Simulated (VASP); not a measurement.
## MnS: single point with PBE

The system is MnS.

```
CELL_PARAMETERS angstrom
2.03173 1.17302 3.06387
-2.03173 1.17302 3.06387
0.00000 -2.34604 3.06387
ATOMIC_POSITIONS crystal
Mn 0.96598 0.96598 0.96598
S 0.78402 0.78402 0.78402
```

```
Program                : VASP 6.6.1
Task                   : single point
Functional             : PBE
Potentials or basis    : VASP PAW PBE potentials, release 64 (Mn_pv, S)
Cutoff                 : 520 eV
k mesh                 : 6 × 6 × 6
Occupations            : gaussian, width 0.1 eV
Spin                   : collinear spin, ferromagnetic start
Starting moments       : [4.0, 0.0] μB
Dipole correction      : no
Further INCAR settings : ALGO = Normal; EDIFF = 1e-06; NBANDS = 20
```

The pressure is 29.6 GPa. The largest force is 18.509 eV/Å and the net moment is 3.54 μB per cell. The site moments are Mn +3.10; S -0.01 μB and the valence electrons inside the program's atomic spheres are Mn 12.13; S 3.85.

Forces on the atoms (eV/Å):
```
Mn    0.000   0.000  18.509
S     0.000   0.000 -18.509
```

Stress tensor (GPa, compression positive):
```
 -7.35   0.00   0.00
  0.00  -7.35   0.00
  0.00   0.00 103.48
```

Levels at points of the mesh, in eV from the Fermi level:
Spin up:
```csv
k point,band 8,band 9,band 10,band 11,band 12,band 13,band 14,band 15
"(0.00, 0.00, 0.00)",-2.43,-2.43,0.27,0.96,0.96,2.94,5.96,5.96
"(0.50, 0.00, 0.00)",-2.57,-2.23,-1.95,0.47,1.09,3.24,5.48,6.74
"(0.50, 0.50, 0.00)",-2.74,-2.34,-1.85,-1.55,-0.15,2.97,4.70,8.81
"(0.50, 0.50, 0.50)",-3.05,-2.58,-2.58,-1.10,-1.10,3.77,6.78,6.78
```
Spin down:
| k point | band 5 | band 6 | band 7 | band 8 | band 9 | band 10 | band 11 | band 12 |
| --- | --- | --- | --- | --- | --- | --- | --- | --- |
| (0.00, 0.00, 0.00) | -4.28 | -4.17 | -4.17 | 0.59 | 0.59 | 1.10 | 2.82 | 2.82 |
| (0.50, 0.00, 0.00) | -5.45 | -4.42 | -3.98 | -0.10 | 0.95 | 0.98 | 2.04 | 2.91 |
| (0.50, 0.50, 0.00) | -5.46 | -4.16 | -3.78 | -0.57 | 0.12 | 0.93 | 1.21 | 1.59 |
| (0.50, 0.50, 0.50) | -5.10 | -3.55 | -3.55 | -1.37 | 0.18 | 0.18 | 1.12 | 1.12 |

Wall time 26 s on 1 thread of AMD EPYC 9R45 96-Core Processor (Zen 5), on a shared host, peak memory 0.17 GiB.

Caveat: atoms lie so close that the PAW spheres overlap strongly, which falsifies energies and pressures; the stress differs along the axes, from -7 to 103 GPa; a cell with one magnetic atom can't hold antiferromagnetic order, which such compounds often take; semilocal functionals often make such compounds metallic where correlation or magnetic order opens a gap, which also shifts bond lengths; forces of over 1 eV/Å act on the atoms, so gaps and moduli don't describe the material at rest. With open d or f shells a metallic result of PBE can be an artefact of self-interaction; +U or a hybrid may open a gap.
